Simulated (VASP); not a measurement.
Here is a VASP 6.6.1 calculation.

INCAR

```
ALGO = Normal
EDIFF = 1E-7
ENCUT = 520
GGA = PS
ISIF = 2
ISMEAR = 0
LASPH = True
LCHARG = True
LELF = True
LREAL = False
LVHAR = True
LWAVE = False
NBANDS = 16
NELM = 80
PREC = Accurate
SIGMA = 0.15
```

File KPOINTS:

```
k-points
0
Gamma
  18 18 18
```

Contents of POSCAR:

```
WC
1.0
    0.0000000000      2.1926840000      2.1926840000
    2.2749096500      0.0000000000      2.1926840000
    2.2749096500      2.1926840000      0.0000000000
W C
1 1
Direct
    0.0000000000      0.0000000000      0.0000000000
    0.5000000000      0.5000000000      0.5000000000
```

Potentials or basis: VASP PAW PBE potentials, release 64 (W_sv, C).

Command:

```bash
$ cat potpaw_PBE.64/W_sv/POTCAR potpaw_PBE.64/C/POTCAR > POTCAR
$ mpirun -np 1 vasp_std > vasp.out
```

Problem. What does it give for the band gap on the k mesh?

Solution. Zero (bands 9 and 10 overlap by 2.82 eV).

Problem. Predict the pressure.

Solution. -20.0 GPa.

Stress tensor (GPa, compression positive):
```
-30.22   0.00   0.00
  0.00 -14.90   0.00
  0.00   0.00 -14.90
```

Caveat: the cell differs from its parent crystal (strain +0.0375 x Voigt [1, 0, 0, 0, 0, 0]); the stress differs along the axes, from -30 to -15 GPa; the PAW data sets were made with another functional, which shifts forces and pressure a little; spin-orbit coupling is left out, which moves the levels of the heavy elements.
